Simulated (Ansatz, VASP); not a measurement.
**Be: VASP beside Ansatz**

```
Be
1.0
     3.77163    0.00000    0.00000
     0.00000    3.77163    0.00000
     0.00000    0.00000    2.29639
Be
4
Direct
  0.29741 0.29741 0.00000
  0.70259 0.70259 0.00000
  0.20259 0.79741 0.50000
  0.79741 0.20259 0.50000
```

Change from the starting cell: volume scaled by 1.02.

Alike in both runs: task single point; functional PBE; k mesh 9 × 9 × 14; occupations fermi-dirac, width 0.05 eV; no spin polarisation.

|  | VASP | Ansatz |
| --- | --- | --- |
| version | VASP 6.6.1 | Ansatz 0.2.0 |
| potentials or method | VASP PAW PBE potentials, release 64 (Be), cutoff 520 eV | all-electron LAPW, scalar-relativistic |

```csv
,VASP,Ansatz,Ansatz less VASP
pressure (GPa),-2.2,-2.3,-0.16
"traceless stress, the component that is largest in VASP (GPa)",-1.08,-1.08,+0.007
rms of the force components (eV/Å),0.009,0.010,+0.0012
```

Atom by atom the forces differ by 0.001 eV/Å (rms over components). Ansatz ran all-electron here, and VASP with PAW potentials.
